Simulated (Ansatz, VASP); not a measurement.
## Two plane-wave programs on Sn

```
CELL_PARAMETERS angstrom
0.00000 2.62651 2.62651
2.62651 0.00000 2.62651
2.62651 2.62651 0.00000
ATOMIC_POSITIONS crystal
Sn 0.50000 0.50000 0.50000
Sn 0.75000 0.75000 0.75000
```

Alike in both runs: task single point; functional PBE; k mesh 6 × 6 × 6; occupations gaussian, width 0.1 eV; no spin polarisation.

```csv
,VASP,Ansatz
version,VASP 6.6.1,Ansatz 0.2.0
potentials or method,"VASP PAW PBE potentials, release 64 (Sn_d), cutoff 520 eV","scalar-relativistic, plane waves, PAW"
valence electrons in the cell,28,28
```

|  | VASP | Ansatz | Ansatz less VASP |
| --- | --- | --- | --- |
| gap on the k mesh at the Fermi level (eV) | none | none | - |
| pressure (GPa) | 137.1 | 136.7 | -0.46 |

A gap of «none» marks a metal or a gap that the smearing closes. Both programs put the cell under a high pressure, so it lies far from rest at this level. The functional is the same, so the differences come from potentials, cutoffs and numerics.

Noted on VASP's run: the cell as given lies far from equilibrium.
